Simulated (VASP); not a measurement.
**B: relaxation of shape and atoms at fixed volume with PBE**

B:

```
CELL_PARAMETERS angstrom
-1.98620 1.98620 0.70881
1.98620 -1.98620 0.70881
1.98620 1.98620 -0.70881
ATOMIC_POSITIONS crystal
B 0.62500 0.87500 0.75000
B 0.37500 0.12500 0.25000
```

```
Program                : VASP 6.6.1
Task                   : relaxation of shape and atoms at fixed volume
Functional             : PBE
Potentials or basis    : VASP PAW PBE potentials, release 64 (B)
Cutoff                 : 600 eV
k mesh                 : 21 × 21 × 21
Occupations            : fermi-dirac, width 0.05 eV
Spin                   : no spin polarisation
Dipole correction      : no
Further INCAR settings : ALGO = Normal; EDIFF = 1e-06; IBRION = 2; EDIFFG = -0.005; NSW = 50; ISIF = 4
```

- Energy gained by relaxing: 364.5 meV/atom
- Ionic steps: 10
- Pressure after relaxing: 60.4 GPa
- Band gap on the k mesh: zero (bands 3 and 4 overlap by 12.87 eV)

Step by step:
```
step  energy change (eV)  largest force (eV/Å)  pressure (GPa)  volume (Å³)
   1              0.0000                0.0000          116.12        11.19
   2             -0.3436                0.0000           51.71        11.19
   3             -0.7184                0.0000           56.79        11.19
   4             -0.7242                0.0000           57.86        11.19
   5             -0.7092                0.0000           66.56        11.19
   6             -0.7283                0.0000           59.34        11.19
   7             -0.7289                0.0000           60.55        11.19
   8             -0.7289                0.0000           59.98        11.19
   9             -0.7289                0.0000           60.55        11.19
  10             -0.7290                0.0000           60.38        11.19
```

Final structure:
```xyz
2
Lattice="-1.8911 1.8911 0.7819 1.8911 -1.8911 0.7819 1.8911 1.8911 -0.7819" Properties=species:S:1:pos:R:3 pbc="T T T"
B     1.8911    0.9455    0.5864
B     0.0000    0.9455    0.1955
```

Levels at points of the mesh, in eV from the Fermi level:
```
           k point  band 1  band 2  band 3  band 4  band 5  band 6  band 7
(0.00, 0.00, 0.00)  -19.10   -5.53   -5.53    0.69    4.98    9.80    9.80
```

It took 2.1 min on 1 thread of Intel(R) Xeon(R) Platinum 8488C (Sapphire Rapids), with other jobs on the host, peak memory 0.18 GiB.
